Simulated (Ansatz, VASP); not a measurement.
## One calculation of CaO, two programs

```xyz
2
Lattice="0.0000 2.3537 2.3537 2.3537 0.0000 2.3537 2.3537 2.3537 0.0000" Properties=species:S:1:pos:R:3 pbc="T T T"
Ca    0.0000    0.0000    0.0000
O     2.3537    2.3537    2.3537
```

Alike in both runs: functional LDA; k mesh 12 × 12 × 12; occupations gaussian, width 0.02 eV; no spin polarisation.

Ansatz relaxed the structure, and its values are those at the end. VASP's run is a single point on that final structure, the one shown.

|  | VASP | Ansatz |
| --- | --- | --- |
| version | VASP 6.6.1 | Ansatz 0.2.0 |
| potentials or method | VASP PAW LDA potentials, release 64 (Ca_sv, O_h), cutoff 1340 eV | scalar-relativistic, plane waves, PAW |
| valence electrons in the cell | 16 | 16 |

```csv
,VASP,Ansatz,Ansatz less VASP
gap on the k mesh at the Fermi level (eV),3.42,3.45,+0.026
least direct gap on the mesh (eV),3.78,3.81,+0.027
pressure (GPa),0.9,0.0,-0.95
```

Ansatz warns that its potentials were made for another functional, while VASP's fit it. LDA's correlation is that of Perdew and Zunger in VASP and of Perdew and Wang (1992) in Ansatz.
